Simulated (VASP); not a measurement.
Here is a VASP 6.6.1 calculation.

Contents of POSCAR:

```
ZnS
1.0
    0.0000000000      2.7045000000      2.7045000000
    2.7045000000      0.0000000000      2.7045000000
    2.7045000000      2.7045000000      0.0000000000
Zn S
1 1
Direct
    0.0000000000      0.0000000000      0.0000000000
    0.2500000000      0.2500000000      0.2500000000
```

File INCAR.step1:

```
SYSTEM = ZnS
  PREC = Accurate
  ENCUT = 520
  ISMEAR = 0
  SIGMA = 0.03
  LREAL = .False.
  LASPH = .True.
  NELM = 80
  NBANDS = 16
  GGA = PE
  ALGO = Normal
  EDIFF = 1E-4
  LWAVE = .True.
  LCHARG = .False.
```

File INCAR.step2:

```
SYSTEM = ZnS
  PREC = Accurate
  ENCUT = 520
  EDIFF = 1E-7
  ISMEAR = 0
  SIGMA = 0.03
  LREAL = .False.
  LASPH = .True.
  NELM = 80
  ALGO = Normal
  ISIF = 2
  LWAVE = .False.
  LCHARG = .False.
  METAGGA = R2SCAN
  LMIXTAU = .True.
  NBANDS = 16
  ISTART = 1
```

Contents of KPOINTS:

```
regular mesh
0
Gamma
  10 10 10
  0 0 0
```

Potentials or basis: VASP PAW PBE potentials, release 64 (Zn, S).

Run with:

```console
$ cat potpaw_PBE.64/Zn/POTCAR potpaw_PBE.64/S/POTCAR > POTCAR
$ cp INCAR.step1 INCAR
$ mpirun -np 1 vasp_std > vasp.out
$ cp INCAR.step2 INCAR
$ mpirun -np 1 vasp_std > vasp.out
```

**Question.** Predict the pressure.

**Answer.** -0.8 GPa.

**Question.** Predict the band gap on the k mesh.

**Answer.** 2.66 eV, direct.

Caveat: the PAW data sets were made with another functional, which shifts forces and pressure a little. r2SCAN opens gaps a little over a GGA but as a rule still falls short of measured ones.
